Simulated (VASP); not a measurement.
# Mo16H (a cell with a defect) in VASP: further runs

The runs below take Mo16H (a cell with a defect) through single point, with PBE.

Everything below comes from runs of VASP 6.6.1. Logs are shortened: lines on timing, memory, paths and dates and some standing lists are left out, and cuts for length are marked.

### Step 1. The cell of the first run

The cell holds a defect, 17 atoms: a = 6.323 Å, b = 6.323 Å, c = 6.323 Å, α = 90.00°, β = 90.00°, γ = 90.00°.

### Step 2. Single point, PBE

INCAR

```
SYSTEM = Mo16H
ALGO     = Normal         ! electronic algorithm
EDIFF    = 1E-6           ! SCF threshold, eV
ENCUT    = 520            ! plane-wave cutoff, eV
GGA      = PE             ! functional
ISIF     = 2              ! what is computed and relaxed
ISMEAR   = 1              ! smearing method
LASPH    = .TRUE.         ! aspherical terms in the spheres
LCHARG   = .FALSE.        ! write CHGCAR
LREAL    = Auto         
LWAVE    = .FALSE.        ! write WAVECAR
NBANDS   = 126            ! bands
NELM     = 60             ! most SCF steps
PREC     = Accurate       ! precision mode
SIGMA    = 0.1            ! smearing width, eV
```

KPOINTS

```
k-points
0
G
  3 3 3
  0 0 0
```

POSCAR

```
Mo16H
1.0
    6.3226243300      0.0000000000      0.0000000000
    0.0000000000      6.3226243300      0.0000000000
    0.0000000000      0.0000000000      6.3226243300
Mo H
16 1
Direct
   -0.0004845941     -0.0004483478     -0.0001015458
    0.2567839669      0.2505038074      0.2399321870
   -0.0068943684     -0.0095348673      0.4998987828
    0.2566874326      0.2505055071      0.7600138161
   -0.0004982468      0.5014298364     -0.0001025034
    0.2503566122      0.7504931718      0.2490007621
   -0.0068825381      0.5104870776      0.4998960702
    0.2503172512      0.7504940531      0.7508663369
    0.5021232924     -0.0015415174     -0.0000879993
    0.7496058136      0.2505014290      0.2487388094
    0.5002340260     -0.0007398299      0.4999022036
    0.7495874794      0.2505027077      0.7512269856
    0.5021158561      0.5025026998     -0.0000868582
    0.7477364316      0.7504961083      0.2479547576
    0.5002453877      0.5017299803      0.4999024299
    0.7477233238      0.7504959690      0.7519987827
    0.1249584191      0.2504726087      0.4999185080
```

Potentials or basis: VASP PAW PBE potentials, release 64 (Mo_sv, H).

Run with:

```bash
$ cat potpaw_PBE.64/Mo_sv/POTCAR potpaw_PBE.64/H/POTCAR > POTCAR
$ mpirun -np 1 vasp_std > vasp.out
```

OUTCAR:

```text
SYSTEM = Mo16H
   EDIFF = 1E-6
   ENCUT = 520
   GGA = PE
   ISIF = 2
   ISMEAR = 1
   LASPH = .TRUE.
   LREAL = Auto
   NELM = 60
   PREC = Accurate

 ion  position               nearest neighbor table
   1  1.000  1.000  1.000-   4 2.73   2 2.73  16 2.73   8 2.73  14 2.73   6 2.73  12 2.74  10 2.74
                             9 3.14   5 3.15   3 3.16   3 3.16   5 3.17   9 3.18
   2  0.257  0.251  0.240-  17 1.84  13 2.69   9 2.69   5 2.73   1 2.73  15 2.76  11 2.76   7 2.86
                             3 2.86   4 3.03  10 3.12   6 3.16   6 3.16  10 3.21   4 3.29
   3  0.993  0.990  0.500-  17 1.84  14 2.69  16 2.69   6 2.73   8 2.73  10 2.76  12 2.76   2 2.86
                             4 2.86   7 3.03  11 3.12   1 3.16   1 3.16  11 3.21   7 3.29
   4  0.257  0.251  0.760-  17 1.84  13 2.69   9 2.69   5 2.73   1 2.73  15 2.76  11 2.76   7 2.86
                             3 2.86   2 3.03  12 3.12   8 3.16   8 3.16  12 3.21   2 3.29
   5  1.000  0.501  1.000-   4 2.73   2 2.73  16 2.73  14 2.73   8 2.73   6 2.73  12 2.74  10 2.74
                            13 3.14   1 3.15   7 3.16   7 3.16   1 3.17  13 3.18
   6  0.250  0.750  0.249-   3 2.73   7 2.73   9 2.73  13 2.73   1 2.73   5 2.73  11 2.74  15 2.74
                            14 3.14   8 3.15   2 3.16   2 3.16   8 3.17  14 3.18
   7  0.993  0.510  0.500-  17 1.84  14 2.69  16 2.69   6 2.73   8 2.73  10 2.76  12 2.76   2 2.86
                             4 2.86   3 3.03  15 3.12   5 3.16   5 3.16  15 3.21   3 3.29
   8  0.250  0.750  0.751-   3 2.73   7 2.73   9 2.73  13 2.73   1 2.73   5 2.73  11 2.74  15 2.74
                            16 3.14   6 3.15   4 3.16   4 3.16   6 3.17  16 3.18
   9  0.502  0.998  1.000-   4 2.69   2 2.69  16 2.71  14 2.71  12 2.73  10 2.73   8 2.73   6 2.73
                            13 3.14   1 3.14  11 3.16  11 3.16   1 3.18  13 3.19
  10  0.750  0.251  0.249-  13 2.73   9 2.73   5 2.74   1 2.74  15 2.74  11 2.74   7 2.76   3 2.76
                             2 3.12  12 3.15  14 3.16  14 3.16  12 3.18   2 3.21
  11  0.500  0.999  0.500-  14 2.73  16 2.73   6 2.74   8 2.74  10 2.74  12 2.74   2 2.76   4 2.76
                             3 3.12  15 3.15   9 3.16   9 3.16  15 3.18   3 3.21
  12  0.750  0.251  0.751-  13 2.73   9 2.73   5 2.74   1 2.74  15 2.74  11 2.74   7 2.76   3 2.76
                             4 3.12  10 3.15  16 3.16  16 3.16  10 3.18   4 3.21
  13  0.502  0.503  1.000-   4 2.69   2 2.69  16 2.71  14 2.71  12 2.73  10 2.73   8 2.73   6 2.73
                             9 3.14   5 3.14  15 3.16  15 3.16   5 3.18   9 3.19
  14  0.748  0.750  0.248-   3 2.69   7 2.69   9 2.71  13 2.71  15 2.73  11 2.73   5 2.73   1 2.73
                            16 3.14   6 3.14  10 3.16  10 3.16   6 3.18  16 3.19
  15  0.500  0.502  0.500-  14 2.73  16 2.73   6 2.74   8 2.74  10 2.74  12 2.74   2 2.76   4 2.76
                             7 3.12  11 3.15  13 3.16  13 3.16  11 3.18   7 3.21
  16  0.748  0.750  0.752-   3 2.69   7 2.69   9 2.71  13 2.71  15 2.73  11 2.73   5 2.73   1 2.73
                            14 3.14   8 3.14  12 3.16  12 3.16   8 3.18  14 3.19
  17  0.125  0.250  0.500-   2 1.84   3 1.84   7 1.84   4 1.84

  LATTYP: Found a simple cubic cell.
 ALAT       =     6.3226243300

  Lattice vectors:

 A1 = (   6.3226243300,   0.0000000000,   0.0000000000)
 A2 = (   0.0000000000,   6.3226243300,   0.0000000000)
 A3 = (   0.0000000000,   0.0000000000,   6.3226243300)

Analysis of symmetry for initial positions (statically):
=====================================================================
 Subroutine PRICEL returns:
 Original cell was already a primitive cell.

 Routine SETGRP: Setting up the symmetry group for a
 simple cubic supercell.

 Subroutine GETGRP returns: Found  1 space group operations
 (whereof  1 operations were pure point group operations)
 out of a pool of 48 trial point group operations.

The static configuration has the point symmetry C_1 .

Analysis of symmetry for dynamics (positions and initial velocities):
=====================================================================
 Subroutine PRICEL returns:
 Original cell was already a primitive cell.

 Routine SETGRP: Setting up the symmetry group for a
 simple cubic supercell.

 Subroutine GETGRP returns: Found  1 space group operations
 (whereof  1 operations were pure point group operations)
 out of a pool of 48 trial point group operations.

The dynamic configuration has the point symmetry C_1 .

 Subroutine INISYM returns: Found  1 space group operations
 (whereof  1 operations are pure point group operations),
 and found     1 'primitive' translations

----------------------------------------------------------------------------------------

                                     Primitive cell

  volume of cell :     252.7506

  direct lattice vectors                    reciprocal lattice vectors
     6.322624330  0.000000000  0.000000000     0.158162173  0.000000000  0.000000000
     0.000000000  6.322624330  0.000000000     0.000000000  0.158162173  0.000000000
     0.000000000  0.000000000  6.322624330     0.000000000  0.000000000  0.158162173

  length of vectors
     6.322624330  6.322624330  6.322624330     0.158162173  0.158162173  0.158162173

  position of ions in fractional coordinates (direct lattice)
     0.999515406  0.999551652  0.999898454
     0.256783967  0.250503807  0.239932187
     0.993105632  0.990465133  0.499898783
     0.256687433  0.250505507  0.760013816
     0.999501753  0.501429836  0.999897497
     0.250356612  0.750493172  0.249000762
[... 9 lines left out ...]
     0.747723324  0.750495969  0.751998783
     0.124958419  0.250472609  0.499918508

  ion indices of the primitive-cell ions
   primitive index   ion index
                 1           1
                 2           2
                 3           3
                 4           4
                 5           5
                 6           6
[... 9 lines left out ...]
                16          16
                17          17

----------------------------------------------------------------------------------------

 KPOINTS: k-points

Automatic generation of k-mesh.
 Grid dimensions read from file:
 generate k-points for:    3    3    3

 Generating k-lattice:

  Cartesian coordinates                     Fractional coordinates (reciprocal lattice)
     0.052720724  0.000000000  0.000000000     0.333333333  0.000000000  0.000000000
     0.000000000  0.052720724  0.000000000     0.000000000  0.333333333  0.000000000
     0.000000000  0.000000000  0.052720724     0.000000000  0.000000000  0.333333333

  Length of vectors
     0.052720724  0.052720724  0.052720724

  Shift w.r.t. Gamma in fractional coordinates (k-lattice)
     0.000000000  0.000000000  0.000000000

 Subroutine IBZKPT returns following result:
 ===========================================

 Found     14 irreducible k-points:

 Following reciprocal coordinates:
            Coordinates               Weight
  0.000000  0.000000  0.000000      1.000000
  0.333333  0.000000  0.000000      2.000000
  0.000000  0.333333  0.000000      2.000000
  0.000000  0.000000  0.333333      2.000000
  0.333333  0.333333  0.000000      2.000000
  0.000000  0.333333  0.333333      2.000000
  0.333333  0.000000  0.333333      2.000000
 -0.333333  0.333333  0.000000      2.000000
 -0.333333  0.000000  0.333333      2.000000
  0.000000 -0.333333  0.333333      2.000000
  0.333333  0.333333  0.333333      2.000000
 -0.333333  0.333333  0.333333      2.000000
 -0.333333 -0.333333  0.333333      2.000000
  0.333333 -0.333333  0.333333      2.000000
   k-points           NKPTS =     14   k-points in BZ     NKDIM =     14   number of bands    NBANDS=    126
   number of dos      NEDOS =    301   number of ions     NIONS =     17
   total plane-waves  NPLWV = 110592
   dimension x,y,z NGX =    48 NGY =   48 NGZ =   48
   dimension x,y,z NGXF=    96 NGYF=   96 NGZF=   96
   ions per type =              16   1
   NGX,Y,Z   is equivalent  to a cutoff of  12.62, 12.62, 12.62 a.u.
   NGXF,Y,Z  is equivalent  to a cutoff of  25.24, 25.24, 25.24 a.u.
 SYSTEM =  Mo16H
   PREC   = accura    normal or accurate (medium, high low for compatibility)
   ISTART =      0    job   : 0-new  1-cont  2-samecut
   ICHARG =      2    charge: 1-file 2-atom 10-const
   ISPIN  =      1    spin polarized calculation?
   LNONCOLLINEAR =      F non collinear calculations
   LSORBIT =      F    spin-orbit coupling
   LASPH  =      T    aspherical Exc in radial PAW
   ENCUT  =  520.0 eV  38.22 Ry    6.18 a.u.  11.76 11.76 11.76*2*pi/ulx,y,z
   NELM   =     60;   NELMIN=  2; NELMDL= -5     # of ELM steps
   EDIFF  = 0.1E-05   stopping-criterion for ELM
   LREAL  =      T    real-space projection
   EDIFFG = 0.1E-04   stopping-criterion for IOM
   NSW    =      0    number of steps for IOM
[... 5 lines left out ...]
   TEBEG  =    0.0;   TEEND  =   0.0 temperature during run
   PSTRESS=    0.0 pullay stress
   NELECT =     225.0000    total number of electrons
   NUPDOWN=      -1.0000    fix difference up-down
   EMIN   =  10.00;   EMAX   =-10.00  energy-range for DOS
   EFERMI =   0.00;   METHOD = LEGACY
   ISMEAR =     1;   SIGMA  =   0.10  broadening in eV -4-tet -1-fermi 0-gaus
   EFERMI_NEDOS =   21; number of points for ismear=-14 and -15
   IALGO  =     38    algorithm
   IMIX   =      4    mixing-type and parameters
     AMIX     =   0.40;   BMIX     =  1.00
     AMIX_MAG =   1.60;   BMIX_MAG =  1.00
  volume/ion in A,a.u.               =      14.87       100.33
  Fermi-wavevector in a.u.,A,eV,Ry     =   1.574847  2.976029 33.744383  2.480142
  Thomas-Fermi vector in A             =   2.675919
   LORBIT       =      0    0 simple, 1 ext, 2 COOP (PROOUT), +10 PAW based schemes
   GGA     = PE    functional components
   LHFCALC =     F    Hartree Fock is set to
   AEXX    =    0.0000 exact exchange contribution
   IVDW    =     0    specifies the selected vdW correction
   LEPSILON=     F    determine dielectric tensor
   LRPA    =     F    only Hartree local field effects (RPA)
 non-spin polarized calculation
 Methfessel and Paxton  Order N= 1 SIGMA  =   0.10
  energy-cutoff  :      520.00
  volume of cell :      252.75
 maximum number of plane-waves:      6859
   NGX = 23   NGY = 23   NGZ = 23

 number of electron     225.0000033 magnetization

 Free energy of the ion-electron system (eV)
  ---------------------------------------------------
  ext. energy  EPLUGINS =         0.00000000
  ---------------------------------------------------
  free energy    TOTEN  =      -177.86763426 eV

  energy without entropy =     -177.83931253  energy(sigma->0) =     -177.85819368

 E-fermi :  12.6328     XC(G=0): -13.3650

 val. band max:       12.6309603802   @ k =   0.0000   0.3333   0.0000
 cond. band min:      12.6451510205   @ k =   0.0000   0.3333   0.3333
 fundamental gap:      0.0141906403
 Fermi energy:        12.6327518359

 k-point     1 :       0.0000    0.0000    0.0000
  band No.  band energies     occupation
      1     -48.7865      2.00000
      2     -48.5912      2.00000
      3     -48.5603      2.00000
      4     -48.5602      2.00000
      5     -48.5505      2.00000
      6     -48.5390      2.00000
[... 116 lines left out ...]
    123      14.0493     -0.00000
    124      14.1259     -0.00000

 k-point     2 :       0.3333    0.0000    0.0000
  band No.  band energies     occupation
      1     -48.7537      2.00000
      2     -48.6675      2.00000
      3     -48.5610      2.00000
      4     -48.5581      2.00000
      5     -48.5580      2.00000
      6     -48.5384      2.00000
[... 1640 lines left out ...]
    123      13.8757     -0.00000
    124      13.9068     -0.00000
 [bands above 124 left out]

------------------------ aborting loop because EDIFF is reached ----------------------------------------

  FORCE on cell =-STRESS in cart. coord.  units (eV):
  Direction    XX          YY          ZZ          XY          YZ          ZX
  --------------------------------------------------------------------------------------
  -------------------------------------------------------------------------------------
  Total        5.2855660      5.4767984      5.4845196      0.0004353     -0.0001791     -0.0000289
  in kB       33.5050252     34.7172409     34.7661852      0.0027595     -0.0011352     -0.0001830
  external PRESSURE =      34.3294838 kB  Pullay stress =       0.0000000 kB

 VOLUME and BASIS-vectors are now :
 -----------------------------------------------------------------------------
  energy-cutoff  :      520.00
  volume of cell :      252.75
      direct lattice vectors                 reciprocal lattice vectors
     6.322624330  0.000000000  0.000000000     0.158162173  0.000000000  0.000000000
     0.000000000  6.322624330  0.000000000     0.000000000  0.158162173  0.000000000
     0.000000000  0.000000000  6.322624330     0.000000000  0.000000000  0.158162173

 POSITION                                       TOTAL-FORCE (eV/Angst)
 -----------------------------------------------------------------------------------
      6.31956      6.31979      6.32198         0.000366      0.002922      0.003086
      1.62355      1.58384      1.51700        -0.009588     -0.000215      0.005280
      6.27903      6.26234      3.16067         0.006561      0.005691     -0.000134
      1.62294      1.58385      4.80528        -0.003831     -0.000419     -0.007629
      6.31947      3.17035      6.32198        -0.000276     -0.001714      0.002904
      1.58291      4.74509      1.57434        -0.001399     -0.000480      0.002276
[... 9 lines left out ...]
      4.72757      4.74510      4.75461        -0.001132     -0.000385     -0.005492
      0.79007      1.58364      3.16080        -0.000218      0.000474      0.000838
 -----------------------------------------------------------------------------------
    total drift:                                0.001324     -0.003158      0.000643

  FREE ENERGIE OF THE ION-ELECTRON SYSTEM (eV)
  ---------------------------------------------------
  free  energy   TOTEN  =      -177.8676342596 eV

  energy  without entropy=     -177.8393125265  energy(sigma->0) =     -177.85819368
```

Wall time 15 min (1 thread of Intel Xeon 8259CL, shared host); peak memory 0.49 GiB.

What came out:

```
Free energy            : -177.8676 eV
Pressure               : 3.4 GPa
Largest force          : 0.011 eV/Å
Band gap on the k mesh : zero (an odd number of electrons rules out a gap without spin polarisation)
```

Forces in eV/Å, atoms in the order of the input:
```
Mo   0.000  0.003  0.003
Mo  -0.010  0.000  0.005
Mo   0.007  0.006  0.000
Mo  -0.004  0.000 -0.008
Mo   0.000 -0.002  0.003
Mo  -0.001  0.000  0.002
Mo   0.007 -0.005  0.000
Mo   0.001 -0.001 -0.002
Mo   0.001  0.003  0.001
Mo   0.001 -0.001 -0.003
Mo   0.000  0.000  0.002
Mo   0.000 -0.001 -0.002
Mo   0.000 -0.003  0.000
Mo  -0.001  0.000  0.002
Mo   0.000  0.002  0.001
Mo  -0.001  0.000 -0.005
H    0.000  0.000  0.001
```

(Part 1 of 2 ends here.)
